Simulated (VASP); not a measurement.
# Sb2Pt (Pnnm) in VASP: notebook, part 2 of 2

VASP 6.6.1. Earlier steps stand in the parts before.

## Step 3: Relaxation of cell and atoms, PBE

This run uses another cell than the first one, of 20.73 Å³/atom.

The input, INCAR:

```
PREC = Accurate
ENCUT = 600
EDIFF = 1E-6
ISMEAR = 0
SIGMA = 0.2
LREAL = False
LASPH = True
NELM = 100
ALGO = Normal
ISIF = 3
LWAVE = False
LCHARG = False
GGA = PE
IBRION = 2
NSW = 36
EDIFFG = -0.08
```

The input, KPOINTS:

```
Automatic mesh
0
Gamma
  3 3 5
```

The input, POSCAR:

```
Sb2Pt
1.0
    5.8445794800      0.0000000000      0.0000000000
    0.0000000000      6.6580767400      0.0000000000
    0.0000000000      0.0000000000      3.1963805700
Sb Pt
4 2
Direct
    0.1700000000      0.3666000100      0.0000000000
    0.8300000000      0.6333999900      0.0000000000
    0.6700000000      0.1333999900      0.5000000000
    0.3300000000      0.8666000100      0.5000000000
    0.0000000000      0.0000000000      0.0000000000
    0.5000000000      0.5000000000      0.5000000000
```

Potentials or basis: VASP PAW PBE potentials, release 64 (Sb, Pt).

Launch:

```
> cat potpaw_PBE.64/Sb/POTCAR potpaw_PBE.64/Pt/POTCAR > POTCAR
> mpirun -np 1 vasp_std > vasp.out
```

OUTCAR:

```text
PREC = Accurate
   ENCUT = 600
   EDIFF = 1E-6
   ISMEAR = 0
   LREAL = False
   LASPH = True
   NELM = 100
   ISIF = 3
   GGA = PE
   IBRION = 2
   NSW = 36
   EDIFFG = -0.08

 ion  position               nearest neighbor table
   1  0.170  0.367  0.000-   5 2.64   6 2.66   6 2.66   2 2.67   3 3.67   3 3.67   3 3.67   3 3.67

   2  0.830  0.633  0.000-   5 2.64   6 2.66   6 2.66   1 2.67   4 3.67   4 3.67   4 3.67   4 3.67

   3  0.670  0.133  0.500-   6 2.64   5 2.66   5 2.66   4 2.67   1 3.67   1 3.67   1 3.67   1 3.67

   4  0.330  0.867  0.500-   6 2.64   5 2.66   5 2.66   3 2.67   2 3.67   2 3.67   2 3.67   2 3.67

   5  0.000  0.000  0.000-   1 2.64   2 2.64   3 2.66   4 2.66   3 2.66   4 2.66
   6  0.500  0.500  0.500-   3 2.64   4 2.64   1 2.66   2 2.66   1 2.66   2 2.66

  LATTYP: Found a simple orthorhombic cell.
 ALAT       =     3.1963805700
 B/A-ratio  =     1.8284992516
 C/A-ratio  =     2.0830050096

  Lattice vectors:

 A1 = (   0.0000000000,   0.0000000000,   3.1963805700)
 A2 = (   5.8445794800,   0.0000000000,   0.0000000000)
 A3 = (   0.0000000000,   6.6580767400,   0.0000000000)

Analysis of symmetry for initial positions (statically):
=====================================================================
 Subroutine PRICEL returns:
 Original cell was already a primitive cell.

 Routine SETGRP: Setting up the symmetry group for a
 simple orthorhombic supercell.

 Subroutine GETGRP returns: Found  8 space group operations
 (whereof  4 operations were pure point group operations)
 out of a pool of  8 trial point group operations.

The static configuration has the point symmetry C_2h.
 The point group associated with its full space group is D_2h.

Analysis of symmetry for dynamics (positions and initial velocities):
=====================================================================
 Subroutine PRICEL returns:
 Original cell was already a primitive cell.

 Routine SETGRP: Setting up the symmetry group for a
 simple orthorhombic supercell.

 Subroutine GETGRP returns: Found  8 space group operations
 (whereof  4 operations were pure point group operations)
 out of a pool of  8 trial point group operations.

The dynamic configuration has the point symmetry C_2h.
 The point group associated with its full space group is D_2h.

 Subroutine INISYM returns: Found  8 space group operations
 (whereof  4 operations are pure point group operations),
 and found     1 'primitive' translations

----------------------------------------------------------------------------------------

                                     Primitive cell

  volume of cell :     124.3829

  direct lattice vectors                    reciprocal lattice vectors
     5.844579480  0.000000000  0.000000000     0.171098708  0.000000000  0.000000000
     0.000000000  6.658076740  0.000000000     0.000000000  0.150193523  0.000000000
     0.000000000  0.000000000  3.196380570     0.000000000  0.000000000  0.312853860

  length of vectors
     5.844579480  6.658076740  3.196380570     0.171098708  0.150193523  0.312853860

  position of ions in fractional coordinates (direct lattice)
     0.170000000  0.366600010  0.000000000
     0.830000000  0.633399990  0.000000000
     0.670000000  0.133399990  0.500000000
     0.330000000  0.866600010  0.500000000
     0.000000000  0.000000000  0.000000000
     0.500000000  0.500000000  0.500000000

  ion indices of the primitive-cell ions
   primitive index   ion index
                 1           1
                 2           2
                 3           3
                 4           4
                 5           5
                 6           6

----------------------------------------------------------------------------------------

 KPOINTS: Automatic mesh

Automatic generation of k-mesh.
 Grid dimensions read from file:
 generate k-points for:    3    3    5

 Generating k-lattice:

  Cartesian coordinates                     Fractional coordinates (reciprocal lattice)
     0.057032903  0.000000000  0.000000000     0.333333333  0.000000000  0.000000000
     0.000000000  0.050064508  0.000000000     0.000000000  0.333333333  0.000000000
     0.000000000  0.000000000  0.062570772     0.000000000  0.000000000  0.200000000

  Length of vectors
     0.057032903  0.050064508  0.062570772

  Shift w.r.t. Gamma in fractional coordinates (k-lattice)
     0.000000000  0.000000000  0.000000000

 Subroutine IBZKPT returns following result:
 ===========================================

 Found     12 irreducible k-points:

 Following reciprocal coordinates:
            Coordinates               Weight
  0.000000  0.000000  0.000000      1.000000
  0.333333  0.000000  0.000000      2.000000
  0.000000  0.333333  0.000000      2.000000
  0.333333  0.333333  0.000000      4.000000
  0.000000  0.000000  0.200000      2.000000
  0.333333  0.000000  0.200000      4.000000
  0.000000  0.333333  0.200000      4.000000
  0.333333  0.333333  0.200000      8.000000
  0.000000  0.000000  0.400000      2.000000
  0.333333  0.000000  0.400000      4.000000
  0.000000  0.333333  0.400000      4.000000
  0.333333  0.333333  0.400000      8.000000
   k-points           NKPTS =     12   k-points in BZ     NKDIM =     12   number of bands    NBANDS=     24
   number of dos      NEDOS =    301   number of ions     NIONS =      6
   total plane-waves  NPLWV =  72576
   dimension x,y,z NGX =    48 NGY =   54 NGZ =   28
   dimension x,y,z NGXF=    96 NGYF=  108 NGZF=   56
   ions per type =               4   2
   NGX,Y,Z   is equivalent  to a cutoff of  13.65, 13.48, 14.56 a.u.
   NGXF,Y,Z  is equivalent  to a cutoff of  27.31, 26.97, 29.13 a.u.
 SYSTEM =  unknown system
   PREC   = accura    normal or accurate (medium, high low for compatibility)
   ISTART =      0    job   : 0-new  1-cont  2-samecut
   ICHARG =      2    charge: 1-file 2-atom 10-const
   ISPIN  =      1    spin polarized calculation?
   LNONCOLLINEAR =      F non collinear calculations
   LSORBIT =      F    spin-orbit coupling
   LASPH  =      T    aspherical Exc in radial PAW
   ENCUT  =  600.0 eV  44.10 Ry    6.64 a.u.  11.67 13.30  6.38*2*pi/ulx,y,z
   NELM   =    100;   NELMIN=  2; NELMDL= -5     # of ELM steps
   EDIFF  = 0.1E-05   stopping-criterion for ELM
   LREAL  =      F    real-space projection
   EDIFFG = -.8E-01   stopping-criterion for IOM
   NSW    =     36    number of steps for IOM
   IBRION =      2    ionic relax: 0-MD 1-quasi-New 2-CG
   NFREE  =      1    steps in history (QN), initial steepest desc. (CG)
   ISIF   =      3    stress and relaxation
   ISYM   =      2    0-nonsym 1-usesym 2-fastsym
   POTIM  = 0.5000    time-step for ionic-motion
   TEBEG  =    0.0;   TEEND  =   0.0 temperature during run
   PSTRESS=    0.0 pullay stress
   NELECT =      40.0000    total number of electrons
   NUPDOWN=      -1.0000    fix difference up-down
   EMIN   =  10.00;   EMAX   =-10.00  energy-range for DOS
   EFERMI =   0.00;   METHOD = LEGACY
   ISMEAR =     0;   SIGMA  =   0.20  broadening in eV -4-tet -1-fermi 0-gaus
   EFERMI_NEDOS =   21; number of points for ismear=-14 and -15
   IALGO  =     38    algorithm
   IMIX   =      4    mixing-type and parameters
     AMIX     =   0.40;   BMIX     =  1.00
     AMIX_MAG =   1.60;   BMIX_MAG =  1.00
  volume/ion in A,a.u.               =      20.73       139.90
  Fermi-wavevector in a.u.,A,eV,Ry     =   1.121609  2.119533 17.116207  1.258006
  Thomas-Fermi vector in A             =   2.258263
   LORBIT       =      0    0 simple, 1 ext, 2 COOP (PROOUT), +10 PAW based schemes
   GGA     = PE    functional components
   LHFCALC =     F    Hartree Fock is set to
   AEXX    =    0.0000 exact exchange contribution
   IVDW    =     0    specifies the selected vdW correction
   LEPSILON=     F    determine dielectric tensor
   LRPA    =     F    only Hartree local field effects (RPA)
 conjugate gradient relaxation of ions
 non-spin polarized calculation
 Gauss-broadening in eV      SIGMA  =   0.20
  energy-cutoff  :      600.00
  volume of cell :      124.38
 maximum number of plane-waves:      4180
 NGX is ok and might be reduce to    48
   NGX = 23   NGY = 27   NGZ = 13

--------------------------------------- Ionic step        1  -------------------------------------------

 number of electron      39.9999998 magnetization

 Free energy of the ion-electron system (eV)
  ---------------------------------------------------
  ext. energy  EPLUGINS =         0.00000000
  ---------------------------------------------------
  free energy    TOTEN  =       -29.05255078 eV

  energy without entropy =      -28.98603591  energy(sigma->0) =      -29.01929335

 E-fermi :  11.1238     XC(G=0): -11.3372

 val. band max:       11.0906381490   @ k =   0.3333   0.0000   0.4000
 cond. band min:      11.1892651350   @ k =   0.0000   0.0000   0.2000
 fundamental gap:      0.0986269860
 Fermi energy:        11.1238377222
[... 766 lines left out ...]
  FREE ENERGIE OF THE ION-ELECTRON SYSTEM (eV)
  ---------------------------------------------------
  free  energy   TOTEN  =       -30.2495157155 eV

  energy  without entropy=      -30.1847530735  energy(sigma->0) =      -30.21713439

[... ionic steps 4 to 16 ...]

--------------------------------------- Ionic step       17  -------------------------------------------

 number of electron      40.0000004 magnetization

------------------------ aborting loop because EDIFF is reached ----------------------------------------
[... 75 lines left out ...]
--------------------------------------- Ionic step       19  -------------------------------------------

 number of electron      40.0000005 magnetization

 Free energy of the ion-electron system (eV)
  ---------------------------------------------------
  ext. energy  EPLUGINS =         0.00000000
  ---------------------------------------------------
  free energy    TOTEN  =       -31.52995441 eV

  energy without entropy =      -31.48476153  energy(sigma->0) =      -31.50735797

 E-fermi :   8.3293     XC(G=0): -10.4904

 val. band max:        8.3064324627   @ k =   0.3333   0.3333   0.0000
 cond. band min:       8.3723081084   @ k =   0.3333   0.0000   0.4000
 fundamental gap:      0.0658756457
 Fermi energy:         8.3293447477
[... 355 lines left out ...]
  FREE ENERGIE OF THE ION-ELECTRON SYSTEM (eV)
  ---------------------------------------------------
  free  energy   TOTEN  =       -31.5299544057 eV

  energy  without entropy=      -31.4847615303  energy(sigma->0) =      -31.50735797

 reached required accuracy - stopping structural energy minimisation
```

OSZICAR:

```text
N       E                     dE             d eps       ncg     rms          rms(c)
DAV:   1     0.283600955305E+03    0.28360E+03   -0.17523E+04   576   0.161E+03
DAV:   2    -0.142424256096E+02   -0.29784E+03   -0.29272E+03   688   0.277E+02
DAV:   3    -0.294745845965E+02   -0.15232E+02   -0.15066E+02   752   0.670E+01
[... 189 lines left out ...]
DAV:   3    -0.315303998780E+02    0.18032E-02   -0.67446E-03   664   0.622E-01    0.131E-01
DAV:   4    -0.315299847933E+02    0.41508E-03   -0.18990E-03   648   0.215E-01    0.427E-02
DAV:   5    -0.315299543137E+02    0.30480E-04   -0.18615E-04   728   0.956E-02    0.333E-02
DAV:   6    -0.315299547280E+02   -0.41433E-06   -0.14145E-05   632   0.230E-02    0.540E-03
DAV:   7    -0.315299544057E+02    0.32233E-06   -0.35766E-06   512   0.127E-02
  19 F= -.31529954E+02 E0= -.31507358E+02  d E =-.324257E-02
```

Run time: 6.6 min. Hardware: 1 thread of Intel Xeon 6975P-C (Granite Rapids), shared host; peak memory 0.28 GiB.

Results:

```yaml
Free_energy: -31.5300 eV
Relaxed_volume: 24.32 Å³/atom
Relaxed_cell: a = 5.347 Å, b = 6.559 Å, c = 4.161 Å, α = 90.00°, β = 90.00°, γ = 90.00°
Space_group_after_relaxing_to_0.1_Å: Pnnm (No. 58)
Energy_gained_by_relaxing: 412.9 meV/atom
Ionic_steps: 19
Pressure_after_relaxing: 0.0 GPa
Largest_force_after_relaxing: 0.053 eV/Å
Band_gap_on_the_k_mesh: zero (bands 20 and 21 overlap by 0.68 eV)
```

Forces on the atoms (eV/Å):
```
Sb  -0.041  0.034  0.000
Sb   0.041 -0.034  0.000
Sb  -0.041 -0.034  0.000
Sb   0.041  0.034  0.000
Pt   0.000  0.000  0.000
Pt   0.000  0.000  0.000
```

Step by step:
```csv
step,energy change (eV),largest force (eV/Å),pressure (GPa),volume (Å³)
1,0.0000,1.2489,20.37,124.38
2,0.2959,0.5808,-11.95,178.12
3,-1.1970,0.6737,-1.19,146.08
4,-1.1994,0.6830,-0.64,145.20
5,-1.1994,0.6878,-0.36,144.77
6,-1.3578,0.5385,-0.06,144.86
7,-1.7830,0.5875,0.77,144.62
8,-1.9650,1.5271,4.76,141.95
9,-2.0749,1.1184,2.64,143.34
10,-2.1799,1.0516,1.28,145.27
11,-2.2604,0.9507,-1.09,148.69
12,-2.3234,0.8105,-0.82,147.87
13,-2.4324,0.3904,0.33,145.39
14,-2.4388,0.2793,0.88,144.54
15,-2.4645,0.0979,0.10,145.53
16,-2.4671,0.0203,-0.20,145.96
17,-2.4721,0.0271,0.08,145.62
18,-2.4742,0.0476,0.41,145.24
19,-2.4774,0.0534,-0.01,145.90
```

Final structure:
```cif
data_structure
_symmetry_space_group_name_H-M 'P 1'
_symmetry_Int_Tables_number 1
_cell_length_a 5.3467
_cell_length_b 6.5585
_cell_length_c 4.1608
_cell_angle_alpha 90.000
_cell_angle_beta 90.000
_cell_angle_gamma 90.000
_cell_volume 145.90
loop_
_atom_site_label
_atom_site_type_symbol
_atom_site_fract_x
_atom_site_fract_y
_atom_site_fract_z
_atom_site_occupancy
Sb1 Sb 0.21673 0.36760 0.00000 1
Sb2 Sb 0.78327 0.63240 0.00000 1
Sb3 Sb 0.71673 0.13240 0.50000 1
Sb4 Sb 0.28327 0.86760 0.50000 1
Pt1 Pt 0.00000 0.00000 0.00000 1
Pt2 Pt 0.50000 0.50000 0.50000 1
```

Levels at points of the mesh, in eV from the Fermi level:
```tsv
k point	band 16	band 17	band 18	band 19	band 20	band 21	band 22	band 23	band 24
(0.00, 0.00, 0.00)	-2.45	-2.44	-1.98	-1.63	0.11	0.45	2.27	3.62	3.86
```

Caveat: the k points lie up to 0.39 Å⁻¹ apart in the final cell, too coarse for converged energies and pressures of a metal; the volume moved by over 15 % at a fixed basis, so the end points are rough; spin-orbit coupling is left out, which moves the levels of the heavy elements; the relaxation stopped at a loose force limit of 0.08 eV/Å, so its end isn't a converged minimum.

The gap in the log of VASP goes by the Fermi energy; the results here count the filled bands.